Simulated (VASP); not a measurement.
# BN (P6_3/mmc) in VASP: further runs

Runs on BN. Level: PBEsol. Tasks: single point.

Everything below comes from runs of VASP 6.6.1. Logs are shortened: lines on timing, memory, paths and dates and some standing lists are left out, and cuts for length are marked.

## Step 1: The cell of the first run

It takes space group P6_3/mmc (No. 194, hexagonal). The conventional cell has a = 2.544 Å, b = 2.544 Å, c = 6.649 Å, α = 90.00°, β = 90.00°, γ = 120.00°. B (site symmetry -6m2) has 3 N at 1.47 Å within 2.0 Å. Within 2.0 Å of N (site symmetry -6m2) lie 3 B at 1.47 Å.

## Step 2: Single point, PBEsol (volume 9.318 Å^3 an atom, c/a of the conventional cell 2.6133)

File INCAR:

```
PREC     = Accurate       # precision mode
ENCUT    = 520            # plane-wave cutoff, eV
EDIFF    = 1E-6           # SCF threshold, eV
ISMEAR   = 0              # smearing method
SIGMA    = 0.05           # smearing width, eV
LREAL    = F              # projectors in reciprocal space
LASPH    = T              # aspherical terms in the spheres
NELM     = 80             # most SCF steps
ALGO     = Normal         # electronic algorithm
ISIF     = 2              # what is computed and relaxed
LWAVE    = F              # write WAVECAR
LCHARG   = F              # write CHGCAR
GGA      = PS             # functional
NBANDS   = 16             # bands
```

File KPOINTS:

```
regular mesh
0
Gamma
  12 12 4
```

File POSCAR:

```
BN
1.0
    2.5442176772      0.0000000000      0.0000000000
   -1.2721088386      2.2033571412      0.0000000000
    0.0000000000      0.0000000000      6.6488040558
B N
2 2
Direct
    0.3333333333      0.6666666667      0.2500000000
    0.6666666667      0.3333333333      0.7500000000
    0.3333333333      0.6666666667      0.7500000000
    0.6666666667      0.3333333333      0.2500000000
```

Potentials or basis: VASP PAW PBE potentials, release 64 (B, N).

Launch:

```
$ cat potpaw_PBE.64/B/POTCAR potpaw_PBE.64/N/POTCAR > POTCAR
$ mpirun -np 1 vasp_std > vasp.out
```

OUTCAR:

```text
PREC = Accurate
   ENCUT = 520
   EDIFF = 1E-6
   ISMEAR = 0
   LREAL = F
   LASPH = T
   NELM = 80
   ISIF = 2
   GGA = PS

 ion  position               nearest neighbor table
   1  0.333  0.667  0.250-   4 1.47   4 1.47   4 1.47
   2  0.667  0.333  0.750-   3 1.47   3 1.47   3 1.47
   3  0.333  0.667  0.750-   2 1.47   2 1.47   2 1.47
   4  0.667  0.333  0.250-   1 1.47   1 1.47   1 1.47

  LATTYP: Found a hexagonal cell.
 ALAT       =     2.5442176772
 C/A-ratio  =     2.6133000000

  Lattice vectors:

 A1 = (   2.5442176772,   0.0000000000,   0.0000000000)
 A2 = (  -1.2721088386,   2.2033571412,   0.0000000000)
 A3 = (   0.0000000000,   0.0000000000,   6.6488040558)

Analysis of symmetry for initial positions (statically):
=====================================================================
 Subroutine PRICEL returns:
 Original cell was already a primitive cell.

 Routine SETGRP: Setting up the symmetry group for a
 hexagonal supercell.

 Subroutine GETGRP returns: Found 24 space group operations
 (whereof 12 operations were pure point group operations)
 out of a pool of 24 trial point group operations.

The static configuration has the point symmetry D_3d.
 The point group associated with its full space group is D_6h.

Analysis of symmetry for dynamics (positions and initial velocities):
=====================================================================
 Subroutine PRICEL returns:
 Original cell was already a primitive cell.

 Routine SETGRP: Setting up the symmetry group for a
 hexagonal supercell.

 Subroutine GETGRP returns: Found 24 space group operations
 (whereof 12 operations were pure point group operations)
 out of a pool of 24 trial point group operations.

The dynamic configuration has the point symmetry D_3d.
 The point group associated with its full space group is D_6h.

 Subroutine INISYM returns: Found 24 space group operations
 (whereof 12 operations are pure point group operations),
 and found     1 'primitive' translations

----------------------------------------------------------------------------------------

                                     Primitive cell

  volume of cell :      37.2720

  direct lattice vectors                    reciprocal lattice vectors
[... 86 lines left out ...]
   LNONCOLLINEAR =      F non collinear calculations
   LSORBIT =      F    spin-orbit coupling
   LASPH  =      T    aspherical Exc in radial PAW
   ENCUT  =  520.0 eV  38.22 Ry    6.18 a.u.   4.73  4.73 12.36*2*pi/ulx,y,z
   NELM   =     80;   NELMIN=  2; NELMDL= -5     # of ELM steps
   EDIFF  = 0.1E-05   stopping-criterion for ELM
   LREAL  =      F    real-space projection
   EDIFFG = 0.1E-04   stopping-criterion for IOM
   NSW    =      0    number of steps for IOM
   IBRION =     -1    ionic relax: 0-MD 1-quasi-New 2-CG
   NFREE  =      0    steps in history (QN), initial steepest desc. (CG)
   ISIF   =      2    stress and relaxation
   ISYM   =      2    0-nonsym 1-usesym 2-fastsym
   POTIM  = 0.5000    time-step for ionic-motion
   TEBEG  =    0.0;   TEEND  =   0.0 temperature during run
   PSTRESS=    0.0 pullay stress
   NELECT =      16.0000    total number of electrons
   NUPDOWN=      -1.0000    fix difference up-down
   EMIN   =  10.00;   EMAX   =-10.00  energy-range for DOS
   EFERMI =   0.00;   METHOD = LEGACY
   ISMEAR =     0;   SIGMA  =   0.05  broadening in eV -4-tet -1-fermi 0-gaus
   EFERMI_NEDOS =   21; number of points for ismear=-14 and -15
   IALGO  =     38    algorithm
   IMIX   =      4    mixing-type and parameters
     AMIX     =   0.40;   BMIX     =  1.00
     AMIX_MAG =   1.60;   BMIX_MAG =  1.00
  volume/ion in A,a.u.               =       9.32        62.88
  Fermi-wavevector in a.u.,A,eV,Ry     =   1.234963  2.333742 20.750701  1.525133
  Thomas-Fermi vector in A             =   2.369632
   LORBIT       =      0    0 simple, 1 ext, 2 COOP (PROOUT), +10 PAW based schemes
   GGA     = PS    functional components
   LHFCALC =     F    Hartree Fock is set to
   AEXX    =    0.0000 exact exchange contribution
   IVDW    =     0    specifies the selected vdW correction
   LEPSILON=     F    determine dielectric tensor
   LRPA    =     F    only Hartree local field effects (RPA)
 non-spin polarized calculation
 Gauss-broadening in eV      SIGMA  =   0.05
  energy-cutoff  :      520.00
  volume of cell :       37.27
 maximum number of plane-waves:      1020
 NGX is ok and might be reduce to    20
   NGX =  9   NGY =  9   NGZ = 25

 number of electron      16.0000000 magnetization

 Free energy of the ion-electron system (eV)
  ---------------------------------------------------
  ext. energy  EPLUGINS =         0.00000000
  ---------------------------------------------------
  free energy    TOTEN  =       -36.51175240 eV

  energy without entropy =      -36.51175240  energy(sigma->0) =      -36.51175240

 E-fermi :   2.2948     XC(G=0): -10.1968

 val. band max:        1.9872763026   @ k =   0.3333   0.2500   0.0000
 cond. band min:       6.0737871869   @ k =   0.5000  -0.0000   0.0000
 fundamental gap:      4.0865108843
 Fermi energy:         2.2947506507

 k-point     1 :       0.0000    0.0000    0.0000
  band No.  band energies     occupation
      1     -15.5012      2.00000
      2     -15.1954      2.00000
      3      -4.0781      2.00000
      4      -1.8778      2.00000
      5       0.6187      2.00000
      6       0.6187      2.00000
[... 433 lines left out ...]
      3      -4.8058      2.00000
      4      -4.7435      2.00000
      5      -1.5418      2.00000
      6      -1.4945      2.00000
[... 8 lines left out ...]
     15      18.1483      0.00000
     16      19.8112      0.00000

 [... further k-points ...]
[... 5 lines left out ...]
  --------------------------------------------------------------------------------------
  -------------------------------------------------------------------------------------
  Total       -3.5724147     -3.5724147      0.1530086      0.0000000      0.0000000      0.0000000
  in kB     -153.5641169   -153.5641169      6.5772406      0.0000000      0.0000000      0.0000000
  external PRESSURE =    -100.1836644 kB  Pullay stress =       0.0000000 kB

 VOLUME and BASIS-vectors are now :
 -----------------------------------------------------------------------------
  energy-cutoff  :      520.00
  volume of cell :       37.27
      direct lattice vectors                 reciprocal lattice vectors
     2.544217677  0.000000000  0.000000000     0.393048130  0.226926444  0.000000000
    -1.272108839  2.203357141  0.000000000     0.000000000  0.453852887  0.000000000
     0.000000000  0.000000000  6.648804056     0.000000000  0.000000000  0.150402989

 POSITION                                       TOTAL-FORCE (eV/Angst)
 -----------------------------------------------------------------------------------
     -0.00000      1.46890      1.66220        -0.000000      0.000000      0.000000
      1.27211      0.73445      4.98660         0.000000     -0.000000      0.000000
     -0.00000      1.46890      4.98660         0.000000      0.000000      0.000000
      1.27211      0.73445      1.66220         0.000000      0.000000      0.000000
 -----------------------------------------------------------------------------------
    total drift:                               -0.000000      0.000000     -0.000000

  FREE ENERGIE OF THE ION-ELECTRON SYSTEM (eV)
  ---------------------------------------------------
  free  energy   TOTEN  =       -36.5117524042 eV

  energy  without entropy=      -36.5117524042  energy(sigma->0) =      -36.51175240
```

OSZICAR:

```text
N       E                     dE             d eps       ncg     rms          rms(c)
DAV:   1     0.475492015591E+02    0.47549E+02   -0.78800E+03  1824   0.921E+02
DAV:   2    -0.362463251605E+02   -0.83796E+02   -0.75641E+02  2568   0.216E+02
DAV:   3    -0.396164830154E+02   -0.33702E+01   -0.33558E+01  2392   0.429E+01
DAV:   4    -0.396380397897E+02   -0.21557E-01   -0.21553E-01  2288   0.380E+00
DAV:   5    -0.396382395752E+02   -0.19979E-03   -0.19978E-03  2368   0.352E-01    0.106E+01
DAV:   6    -0.368282545558E+02    0.28100E+01   -0.46563E+00  2344   0.164E+01    0.479E+00
DAV:   7    -0.365916972071E+02    0.23656E+00   -0.45158E-01  2480   0.493E+00    0.301E+00
DAV:   8    -0.365157447107E+02    0.75952E-01   -0.20413E-01  2376   0.298E+00    0.459E-01
DAV:   9    -0.365111073667E+02    0.46373E-02   -0.13462E-02  2128   0.929E-01    0.166E-01
DAV:  10    -0.365116758981E+02   -0.56853E-03   -0.10315E-03  2184   0.242E-01    0.295E-02
DAV:  11    -0.365117458348E+02   -0.69937E-04   -0.58800E-05  2240   0.607E-02    0.188E-02
DAV:  12    -0.365117523065E+02   -0.64717E-05   -0.17193E-05  2096   0.284E-02    0.188E-03
DAV:  13    -0.365117524042E+02   -0.97727E-07   -0.40694E-07  1864   0.495E-03
   1 F= -.36511752E+02 E0= -.36511752E+02  d E =-.227535E-19
```

Wall time 22 s (1 thread of AMD EPYC 7R13 (Zen 3), shared host); peak memory 0.13 GiB.

Results:

* Free energy: -36.5118 eV
* Pressure: -10.0 GPa
* Band gap on the k mesh: 4.09 eV, indirect (least direct gap 4.46 eV)

Stress tensor (GPa, compression positive):
```
-15.36   0.00   0.00
  0.00 -15.36   0.00
  0.00   0.00   0.66
```

Caveat: the PAW data sets were made with another functional, which shifts forces and pressure a little; this functional lacks dispersion, which binds the layers, so the pressure and a relaxed spacing across them are unreliable.

## Step 3: Single point, PBEsol (volume 9.318 Å^3 an atom, c/a of the conventional cell 2.8780)

File INCAR:

```
SYSTEM = BN
PREC = Accurate
ENCUT = 520
EDIFF = 1E-7
ISMEAR = 0
SIGMA = 0.05
LREAL = .FALSE.
LASPH = .TRUE.
NELM = 100
ALGO = Normal
ISIF = 2
LWAVE = .FALSE.
LCHARG = .FALSE.
GGA = PS
NBANDS = 16
```

File KPOINTS:

```
regular mesh
0
G
  12 12 4
  0 0 0
```

File POSCAR:

```
BN
1.0
    2.4636958505      0.0000000000      0.0000000000
   -1.2318479253      2.1336231937      0.0000000000
    0.0000000000      0.0000000000      7.0905166578
B N
2 2
Direct
    0.3333333333      0.6666666667      0.2500000000
    0.6666666667      0.3333333333      0.7500000000
    0.3333333333      0.6666666667      0.7500000000
    0.6666666667      0.3333333333      0.2500000000
```

Potentials or basis: VASP PAW PBE potentials, release 64 (B, N).

Launch:

```
$ cat potpaw_PBE.64/B/POTCAR potpaw_PBE.64/N/POTCAR > POTCAR
$ mpirun -np 1 vasp_std > vasp.out
```

It took 21 s on 1 thread of AMD EPYC 7R13 (Zen 3), shared host; peak memory 0.12 GiB.

Results (log left out):

```
Free energy            : -36.4989 eV
Pressure               : 12.2 GPa
Band gap on the k mesh : 4.36 eV, indirect (least direct gap 4.72 eV)
```

Stress tensor (GPa, compression positive):
```
18.32  0.00  0.00
 0.00 18.32  0.00
 0.00  0.00 -0.19
```

Levels at points of the mesh, in eV from the valence-band top:
```
           k point  band 4  band 5  band 6  band 7  band 8  band 9  band 10  band 11  band 12  band 13
(0.00, 0.00, 0.00)   -4.74   -1.25   -1.25   -1.23   -1.23    4.69     9.47    11.94    11.94    12.00
(0.50, 0.00, 0.00)   -9.07   -4.20   -4.17   -1.33   -0.63    4.36     5.43     9.84    10.45    12.43
(0.00, 0.00, 0.50)   -5.58   -1.24   -1.24   -1.24   -1.24    6.76     6.76    11.97    11.97    11.97
(0.50, 0.00, 0.50)   -9.09   -4.19   -4.19   -0.97   -0.97    4.76     4.76    10.30    10.30    13.31
```

Caveat: the PAW data sets were made with another functional, which shifts forces and pressure a little; this functional lacks dispersion, which binds the layers, so the pressure and a relaxed spacing across them are unreliable. A k mesh can miss the band edges.

## Step 4: Single point, PBEsol (volume 8.860 Å^3 an atom, c/a of the conventional cell 3.0202)

File INCAR:

```
  PREC = Accurate
  ENCUT = 520
  EDIFF = 1E-7
  ISMEAR = 0
  SIGMA = 0.05
  LREAL = False
  LASPH = True
  NELM = 100
  ALGO = Normal
  ISIF = 2
  LWAVE = False
  LCHARG = False
  GGA = PS
  NBANDS = 16
```

File KPOINTS:

```
Automatic mesh
0
Gamma
  12 12 4
```

File POSCAR:

```
BN
1.0
    2.3840157821      0.0000000000      0.0000000000
   -1.1920078911      2.0646182303      0.0000000000
    0.0000000000      0.0000000000      7.2002044652
B N
2 2
Direct
    0.3333333333      0.6666666667      0.2500000000
    0.6666666667      0.3333333333      0.7500000000
    0.3333333333      0.6666666667      0.7500000000
    0.6666666667      0.3333333333      0.2500000000
```

Launch:

```
$ cat potpaw_PBE.64/B/POTCAR potpaw_PBE.64/N/POTCAR > POTCAR
$ mpirun -np 1 vasp_std > vasp.out
```

Wall time 56 s (1 thread of Intel Xeon Platinum 8259CL at 2.50GHz (Skylake/Cascade Lake), shared host); peak memory 0.15 GiB.

Results (log left out):

* Free energy: -35.9176 eV
* Pressure: 40.8 GPa
* Band gap on the k mesh: 4.52 eV, indirect (least direct gap 4.97 eV)

Stress tensor (GPa, compression positive):
```
61.33  0.00  0.00
 0.00 61.33  0.00
 0.00  0.00 -0.29
```

Levels at points of the mesh, in eV from the valence-band top:
| k point | band 5 | band 6 | band 7 | band 8 | band 9 | band 10 | band 11 | band 12 |
| --- | --- | --- | --- | --- | --- | --- | --- | --- |
| (0.00, 0.00, 0.00) | -1.11 | -1.11 | -1.10 | -1.10 | 4.52 | 9.31 | 12.80 | 12.80 |
| (0.50, 0.00, 0.00) | -4.35 | -4.33 | -1.38 | -0.78 | 4.54 | 5.56 | 10.70 | 11.57 |
| (0.00, 0.00, 0.50) | -1.10 | -1.10 | -1.10 | -1.10 | 6.53 | 6.53 | 12.83 | 12.83 |
| (0.50, 0.00, 0.50) | -4.34 | -4.34 | -1.08 | -1.08 | 4.94 | 4.94 | 11.31 | 11.31 |

Caveat: the PAW data sets were made with another functional, which shifts forces and pressure a little; this functional lacks dispersion, which binds the layers, so the pressure and a relaxed spacing across them are unreliable.

## Step 5: Single point, PBEsol (volume 8.860 Å^3 an atom, c/a of the conventional cell 3.1694)

File INCAR:

```
  PREC = Accurate
  ENCUT = 520
  EDIFF = 1E-6
  ISMEAR = 0
  SIGMA = 0.05
  LREAL = F
  LASPH = T
  NELM = 100
  ALGO = Normal
  ISIF = 2
  LWAVE = F
  LCHARG = F
  GGA = PS
  NBANDS = 16
```

File KPOINTS:

```
regular mesh
0
Gamma
  12 12 4
```

File POSCAR:

```
BN
1.0
    2.3460036095      0.0000000000      0.0000000000
   -1.1730018048      2.0316987232      0.0000000000
    0.0000000000      0.0000000000      7.4354238400
B N
2 2
Direct
    0.3333333333      0.6666666667      0.2500000000
    0.6666666667      0.3333333333      0.7500000000
    0.3333333333      0.6666666667      0.7500000000
    0.6666666667      0.3333333333      0.2500000000
```

Launch:

```
$ cat potpaw_PBE.64/B/POTCAR potpaw_PBE.64/N/POTCAR > POTCAR
$ mpirun -np 1 vasp_std > vasp.out
```

It took 53 s on 1 thread of Intel Xeon Platinum 8259CL at 2.50GHz (Skylake/Cascade Lake), shared host; peak memory 0.15 GiB.

Results (log left out):

```yaml
Free_energy: -35.3989 eV
Pressure: 55.9 GPa
Band_gap_on_the_k_mesh: 4.33 eV, indirect (least direct gap 5.09 eV)
```

Stress tensor (GPa, compression positive):
```
84.13  0.00  0.00
 0.00 84.13  0.00
 0.00  0.00 -0.42
```

Levels at points of the mesh, in eV from the valence-band top:
```tsv
k point	band 6	band 7	band 8	band 9	band 10	band 11
(0.00, 0.00, 0.00)	-1.03	-1.03	-1.03	4.33	8.84	13.19
(0.50, 0.00, 0.00)	-4.41	-1.37	-0.90	4.67	5.54	11.10
(0.00, 0.00, 0.50)	-1.03	-1.03	-1.03	6.17	6.17	13.26
(0.50, 0.00, 0.50)	-4.42	-1.14	-1.14	5.03	5.03	11.78
```

Caveat: the PAW data sets were made with another functional, which shifts forces and pressure a little; this functional lacks dispersion, which binds the layers, so the pressure and a relaxed spacing across them are unreliable. A k mesh can miss the band edges.

## Step 6: Overview

```csv
cell,gap on the mesh (eV),pressure (GPa)
"a = 2.544, b = 2.544, c = 6.649 Å, angles 90.0, 90.0, 120.0°, 4 atoms",4.09,-10.0
"a = 2.464, b = 2.464, c = 7.091 Å, angles 90.0, 90.0, 120.0°, 4 atoms",4.36,12.2
"a = 2.384, b = 2.384, c = 7.200 Å, angles 90.0, 90.0, 120.0°, 4 atoms",4.52,40.8
"a = 2.346, b = 2.346, c = 7.435 Å, angles 90.0, 90.0, 120.0°, 4 atoms",4.33,55.9
```

Alike in all rows: task single point; level PBEsol; potentials or basis VASP PAW PBE potentials, release 64 (B, N); no spin polarisation; k mesh 12 × 12 × 4; cutoff (eV) 520; smearing gaussian 0.05 eV.

Caveats: the PAW data sets were made with another functional, which shifts forces and pressure a little; this functional lacks dispersion, which binds the layers, so the pressure and a relaxed spacing across them are unreliable.

Total energies depend on the potentials used, so only differences within one code and one set of settings carry meaning.
